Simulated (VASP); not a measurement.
# Nb (Fm-3m) in VASP: a series of runs

Nb is run at these levels: r2SCAN; tasks: single point.

Program: VASP 6.6.1. These are calculated values, not measurements. Logs are shortened: lines on timing, memory, paths and dates and some standing lists are left out, and cuts for length are marked.

## (1) The cell of the first run

The structure is cubic, space group Fm-3m (No. 225). The conventional cell has a = 4.038 Å, b = 4.038 Å, c = 4.038 Å, α = 90.00°, β = 90.00°, γ = 90.00°. Nb (site symmetry m-3m) has 12 Nb at 2.86 Å within 3.8 Å.

This isn't the form of Nb at room conditions, which is bcc.

## (2) Single point, r2SCAN, collinear spin (16.47 Å³/atom)

File POSCAR:

```
Nb
1.0
    0.0000000000      2.0192232099      2.0192232099
    2.0192232099      0.0000000000      2.0192232099
    2.0192232099      2.0192232099      0.0000000000
Nb
1
Direct
    0.0000000000      0.0000000000      0.0000000000
```

File INCAR.step1:

```
SYSTEM = Nb
PREC = Accurate
ENCUT = 520
ISMEAR = -1
SIGMA = 0.05
LREAL = .FALSE.
LASPH = .TRUE.
NELM = 150
ISPIN = 2
MAGMOM = 1
LMAXMIX = 4
NBANDS = 16
GGA = PE
ALGO = Normal
EDIFF = 1E-4
LWAVE = .TRUE.
LCHARG = .FALSE.
```

File INCAR.step2:

```
SYSTEM = Nb
PREC = Accurate
ENCUT = 520
EDIFF = 1E-7
ISMEAR = -1
SIGMA = 0.05
LREAL = .FALSE.
LASPH = .TRUE.
NELM = 150
ALGO = Normal
ISIF = 2
LWAVE = .FALSE.
LCHARG = .FALSE.
ISPIN = 2
MAGMOM = 1
LORBIT = 11
LMAXMIX = 4
METAGGA = R2SCAN
LMIXTAU = .TRUE.
NBANDS = 16
ISTART = 1
```

File KPOINTS:

```
Automatic mesh
0
G
  21 21 21
  0 0 0
```

Potentials or basis: VASP PAW PBE potentials, release 64 (Nb_sv).

The run is started by

```
$ cat potpaw_PBE.64/Nb_sv/POTCAR > POTCAR
$ cp INCAR.step1 INCAR
$ mpirun -np 1 vasp_std > vasp.out
$ cp INCAR.step2 INCAR
$ mpirun -np 1 vasp_std > vasp.out
```

OUTCAR:

```text
SYSTEM = Nb
   PREC = Accurate
   ENCUT = 520
   EDIFF = 1E-7
   ISMEAR = -1
   LREAL = .FALSE.
   LASPH = .TRUE.
   NELM = 150
   ISIF = 2
   ISPIN = 2
   LORBIT = 11
   METAGGA = R2SCAN
   ISTART = 1

 ion  position               nearest neighbor table
   1  0.000  0.000  0.000-

  LATTYP: Found a face centered cubic cell.
 ALAT       =     4.0384464198

  Lattice vectors:

 A1 = (   0.0000000000,   2.0192232099,   2.0192232099)
 A2 = (   2.0192232099,   0.0000000000,   2.0192232099)
 A3 = (   2.0192232099,   2.0192232099,   0.0000000000)

Analysis of symmetry for initial positions (statically):
=====================================================================
 Subroutine PRICEL returns:
 Original cell was already a primitive cell.

 Routine SETGRP: Setting up the symmetry group for a
 face centered cubic supercell.

 Subroutine GETGRP returns: Found 48 space group operations
 (whereof 48 operations were pure point group operations)
 out of a pool of 48 trial point group operations.

The static configuration has the point symmetry O_h .

Analysis of symmetry for dynamics (positions and initial velocities):
=====================================================================
 Subroutine PRICEL returns:
 Original cell was already a primitive cell.

 Routine SETGRP: Setting up the symmetry group for a
 face centered cubic supercell.

 Subroutine GETGRP returns: Found 48 space group operations
 (whereof 48 operations were pure point group operations)
 out of a pool of 48 trial point group operations.

The dynamic configuration has the point symmetry O_h .

Analysis of structural, dynamic, and magnetic symmetry:
=====================================================================
 Subroutine PRICEL returns:
 Original cell was already a primitive cell.

 Routine SETGRP: Setting up the symmetry group for a
 face centered cubic supercell.

 Subroutine GETGRP returns: Found 48 space group operations
 (whereof 48 operations were pure point group operations)
 out of a pool of 48 trial point group operations.

The overall configuration has the point symmetry O_h .

 Subroutine INISYM returns: Found 48 space group operations
 (whereof 48 operations are pure point group operations),
 and found     1 'primitive' translations

----------------------------------------------------------------------------------------

                                     Primitive cell

  volume of cell :      16.4658

  direct lattice vectors                    reciprocal lattice vectors
     0.000000000  2.019223210  2.019223210    -0.247619975  0.247619975  0.247619975
     2.019223210  0.000000000  2.019223210     0.247619975 -0.247619975  0.247619975
     2.019223210  2.019223210  0.000000000     0.247619975  0.247619975 -0.247619975

  length of vectors
     2.855612849  2.855612849  2.855612849     0.428890377  0.428890377  0.428890377

  position of ions in fractional coordinates (direct lattice)
     0.000000000  0.000000000  0.000000000

  ion indices of the primitive-cell ions
   primitive index   ion index
                 1           1

----------------------------------------------------------------------------------------

 KPOINTS: Automatic mesh

Automatic generation of k-mesh.
 Grid dimensions read from file:
 generate k-points for:   21   21   21

 Generating k-lattice:

  Cartesian coordinates                     Fractional coordinates (reciprocal lattice)
    -0.011791427  0.011791427  0.011791427     0.047619048  0.000000000  0.000000000
     0.011791427 -0.011791427  0.011791427     0.000000000  0.047619048  0.000000000
     0.011791427  0.011791427 -0.011791427     0.000000000  0.000000000  0.047619048

  Length of vectors
     0.020423351  0.020423351  0.020423351

  Shift w.r.t. Gamma in fractional coordinates (k-lattice)
     0.000000000  0.000000000  0.000000000

 Subroutine IBZKPT returns following result:
 ===========================================

 Found    286 irreducible k-points:

 Following reciprocal coordinates:
            Coordinates               Weight
  0.000000  0.000000  0.000000      1.000000
  0.047619  0.000000  0.000000      8.000000
  0.095238  0.000000  0.000000      8.000000
  0.142857  0.000000  0.000000      8.000000
  0.190476  0.000000  0.000000      8.000000
  0.238095  0.000000  0.000000      8.000000
[... 16 lines left out ...]
 -0.428571  0.047619  0.000000     24.000000
 -0.380952  0.047619  0.000000     24.000000
 [... further k-points ...]
   k-points           NKPTS =    286   k-points in BZ     NKDIM =    286   number of bands    NBANDS=     16
   number of dos      NEDOS =    301   number of ions     NIONS =      1
   total plane-waves  NPLWV =  13824
   dimension x,y,z NGX =    24 NGY =   24 NGZ =   24
   dimension x,y,z NGXF=    48 NGYF=   48 NGZF=   48
   ions per type =               1
   NGX,Y,Z   is equivalent  to a cutoff of  13.97, 13.97, 13.97 a.u.
   NGXF,Y,Z  is equivalent  to a cutoff of  27.94, 27.94, 27.94 a.u.
 SYSTEM =  Nb
   PREC   = accura    normal or accurate (medium, high low for compatibility)
   ISTART =      1    job   : 0-new  1-cont  2-samecut
   ICHARG =      0    charge: 1-file 2-atom 10-const
   ISPIN  =      2    spin polarized calculation?
   LNONCOLLINEAR =      F non collinear calculations
   LSORBIT =      F    spin-orbit coupling
   LASPH  =      T    aspherical Exc in radial PAW
   ENCUT  =  520.0 eV  38.22 Ry    6.18 a.u.   5.31  5.31  5.31*2*pi/ulx,y,z
   NELM   =    150;   NELMIN=  2; NELMDL=  0     # of ELM steps
   EDIFF  = 0.1E-06   stopping-criterion for ELM
   LREAL  =      F    real-space projection
   EDIFFG = 0.1E-05   stopping-criterion for IOM
   NSW    =      0    number of steps for IOM
   IBRION =     -1    ionic relax: 0-MD 1-quasi-New 2-CG
   NFREE  =      0    steps in history (QN), initial steepest desc. (CG)
   ISIF   =      2    stress and relaxation
   ISYM   =      2    0-nonsym 1-usesym 2-fastsym
   POTIM  = 0.5000    time-step for ionic-motion
   TEBEG  =    0.0;   TEEND  =   0.0 temperature during run
   PSTRESS=    0.0 pullay stress
   NELECT =      13.0000    total number of electrons
   NUPDOWN=      -1.0000    fix difference up-down
   EMIN   =  10.00;   EMAX   =-10.00  energy-range for DOS
   EFERMI =   0.00;   METHOD = LEGACY
   ISMEAR =    -1;   SIGMA  =   0.05  broadening in eV -4-tet -1-fermi 0-gaus
   EFERMI_NEDOS =   21; number of points for ismear=-14 and -15
   IALGO  =     38    algorithm
   IMIX   =      4    mixing-type and parameters
     AMIX     =   0.40;   BMIX     =  1.00
     AMIX_MAG =   1.60;   BMIX_MAG =  1.00
  volume/ion in A,a.u.               =      16.47       111.12
  Fermi-wavevector in a.u.,A,eV,Ry     =   1.513079  2.859305 31.149290  2.289408
  Thomas-Fermi vector in A             =   2.622918
   LORBIT       =     11    0 simple, 1 ext, 2 COOP (PROOUT), +10 PAW based schemes
   METAGGA = R2SCAN    functional components
   LHFCALC =     F    Hartree Fock is set to
   AEXX    =    0.0000 exact exchange contribution
   IVDW    =     0    specifies the selected vdW correction
   LEPSILON=     F    determine dielectric tensor
   LRPA    =     F    only Hartree local field effects (RPA)
 spin polarized calculation
  energy-cutoff  :      520.00
  volume of cell :       16.47
 maximum number of plane-waves:       459
 NGX is ok and might be reduce to    24
   NGX = 11   NGY = 11   NGZ = 11

 number of electron      13.0000000 magnetization      -0.0000027

 number of electron      13.0000000 magnetization       0.0000007

 Free energy of the ion-electron system (eV)
  ---------------------------------------------------
  ext. energy  EPLUGINS =         0.00000000
  ---------------------------------------------------
  free energy    TOTEN  =       -24.35100021 eV

  energy without entropy =      -24.34000357  energy(sigma->0) =      -24.34550189

 E-fermi :  12.9113     XC(G=0): -14.1459

 val. band max:       12.9061985965   @ k =  -0.3333   0.0476   0.0000
 cond. band min:      12.9166192823   @ k =   0.3333   0.1429   0.0476
 fundamental gap:      0.0104206857
 Fermi energy:        12.9113370218

 spin component 1

 k-point     1 :       0.0000    0.0000    0.0000
  band No.  band energies     occupation
      1     -43.6251      1.00000
      2     -17.9420      1.00000
      3     -17.9420      1.00000
      4     -17.9420      1.00000
      5       6.0457      1.00000
      6      12.9197      0.45838
[... 8 lines left out ...]
     15      36.1115      0.00000
     16      46.7423      0.00000
[... 419 lines left out ...]
 k-point    24 :      -0.3810    0.0476    0.0000
  band No.  band energies     occupation
      1     -43.3010      1.00000
      2     -19.6526      1.00000
      3     -18.2019      1.00000
      4     -18.1474      1.00000
      5       8.4813      1.00000
      6      12.7629      0.95110
[... 8 lines left out ...]
     15      39.2344      0.00000
     16      40.7406      0.00000

 [... further k-points ...]

 spin component 2

 k-point     1 :       0.0000    0.0000    0.0000
  band No.  band energies     occupation
      1     -43.6251      1.00000
      2     -17.9420      1.00000
      3     -17.9420      1.00000
      4     -17.9420      1.00000
      5       6.0457      1.00000
      6      12.9197      0.45837
[... 8 lines left out ...]
     15      36.1115      0.00000
     16      46.7423      0.00000
[... 419 lines left out ...]
 k-point    24 :      -0.3810    0.0476    0.0000
  band No.  band energies     occupation
      1     -43.3010      1.00000
      2     -19.6526      1.00000
      3     -18.2019      1.00000
      4     -18.1474      1.00000
      5       8.4813      1.00000
      6      12.7629      0.95110
[... 8 lines left out ...]
     15      39.2344      0.00000
     16      40.7406      0.00000

 [... further k-points ...]

------------------------ aborting loop because EDIFF is reached ----------------------------------------

  FORCE on cell =-STRESS in cart. coord.  units (eV):
  Direction    XX          YY          ZZ          XY          YZ          ZX
  --------------------------------------------------------------------------------------
  -------------------------------------------------------------------------------------
  Total        2.7037388      2.7037388      2.7037388      0.0000000     -0.0000000      0.0000000
  in kB      263.0827297    263.0827297    263.0827297      0.0000000     -0.0000000      0.0000000
  external PRESSURE =     263.0827297 kB  Pullay stress =       0.0000000 kB

 VOLUME and BASIS-vectors are now :
 -----------------------------------------------------------------------------
  energy-cutoff  :      520.00
  volume of cell :       16.47
      direct lattice vectors                 reciprocal lattice vectors
     0.000000000  2.019223210  2.019223210    -0.247619975  0.247619975  0.247619975
     2.019223210  0.000000000  2.019223210     0.247619975 -0.247619975  0.247619975
     2.019223210  2.019223210  0.000000000     0.247619975  0.247619975 -0.247619975

 POSITION                                       TOTAL-FORCE (eV/Angst)
 -----------------------------------------------------------------------------------
      0.00000      0.00000      0.00000         0.000000      0.000000     -0.000000
 -----------------------------------------------------------------------------------
    total drift:                               -0.000000      0.000000     -0.000000

  FREE ENERGIE OF THE ION-ELECTRON SYSTEM (eV)
  ---------------------------------------------------
  free  energy   TOTEN  =       -24.3510002066 eV

  energy  without entropy=      -24.3400035747  energy(sigma->0) =      -24.34550189

 total charge

# of ion       s       p       d       tot
------------------------------------------
    1        2.247   6.021   2.568  10.836

 magnetization (x)

# of ion       s       p       d       tot
------------------------------------------
    1       -0.000   0.000   0.000   0.000
```

Wall time 3.7 min (1 thread of Intel Xeon 6975P-C (Granite Rapids), shared host); peak memory 0.24 GiB.

Results:

- Free energy: -24.3510 eV
- Pressure: 26.3 GPa
- Net moment: 0.00 μB per cell
- Valence electrons inside the program's atomic spheres: Nb 10.84

Caveat: the cell stands under pressure; the PAW data sets were made with another functional, which shifts forces and pressure a little.

## (3) Single point, r2SCAN, collinear spin (17.21 Å³/atom)

This run uses another cell than the first one, of 17.21 Å³/atom.

File POSCAR:

```
Nb
1.0
    0.0000000000      2.0493653136      2.0493653136
    2.0493653136      0.0000000000      2.0493653136
    2.0493653136      2.0493653136      0.0000000000
Nb
1
Direct
    0.0000000000      0.0000000000      0.0000000000
```

File INCAR.step1:

```
SYSTEM = Nb
PREC = Accurate
ENCUT = 520
ISMEAR = -1
SIGMA = 0.05
LREAL = .False.
LASPH = .True.
NELM = 150
ISPIN = 2
MAGMOM = 1
LMAXMIX = 4
NBANDS = 16
GGA = PE
ALGO = Normal
EDIFF = 1E-4
LWAVE = .True.
LCHARG = .False.
```

File INCAR.step2:

```
SYSTEM = Nb
PREC = Accurate
ENCUT = 520
EDIFF = 1E-7
ISMEAR = -1
SIGMA = 0.05
LREAL = .False.
LASPH = .True.
NELM = 150
ALGO = Normal
ISIF = 2
LWAVE = .False.
LCHARG = .False.
ISPIN = 2
MAGMOM = 1
LORBIT = 11
LMAXMIX = 4
METAGGA = R2SCAN
LMIXTAU = .True.
NBANDS = 16
ISTART = 1
```

File KPOINTS:

```
Automatic mesh
0
Gamma
  21 21 21
  0 0 0
```

Potentials or basis: VASP PAW PBE potentials, release 64 (Nb_sv).

The run is started by

```
$ cat potpaw_PBE.64/Nb_sv/POTCAR > POTCAR
$ cp INCAR.step1 INCAR
$ mpirun -np 1 vasp_std > vasp.out
$ cp INCAR.step2 INCAR
$ mpirun -np 1 vasp_std > vasp.out
```

Run time: 3.3 min. Hardware: 1 thread of Intel Xeon 6975P-C (Granite Rapids), shared host; peak memory 0.24 GiB.

The run converged. Its results:

| Quantity | Value |
| --- | --- |
| Free energy | -24.4491 eV |
| Pressure | 15.8 GPa |
| Net moment | 0.00 μB per cell |
| Valence electrons inside the program's atomic spheres | Nb 10.75 |

Levels at points of the mesh, in eV from the Fermi level:
Spin up:
```csv
k point,band 2,band 3,band 4,band 5,band 6,band 7,band 8,band 9,band 10,band 11
"(0.00, 0.00, 0.00)",-30.99,-30.99,-30.99,-6.79,0.06,0.06,0.06,3.21,3.21,12.30
```
Spin down:
| k point | band 3 | band 4 | band 5 | band 6 | band 7 | band 8 | band 9 | band 10 |
| --- | --- | --- | --- | --- | --- | --- | --- | --- |
| (0.00, 0.00, 0.00) | -30.99 | -30.99 | -6.79 | 0.06 | 0.06 | 0.06 | 3.21 | 3.21 |

Caveat: the cell stands under pressure; the PAW data sets were made with another functional, which shifts forces and pressure a little.

(Part 1 of 2 ends here.)
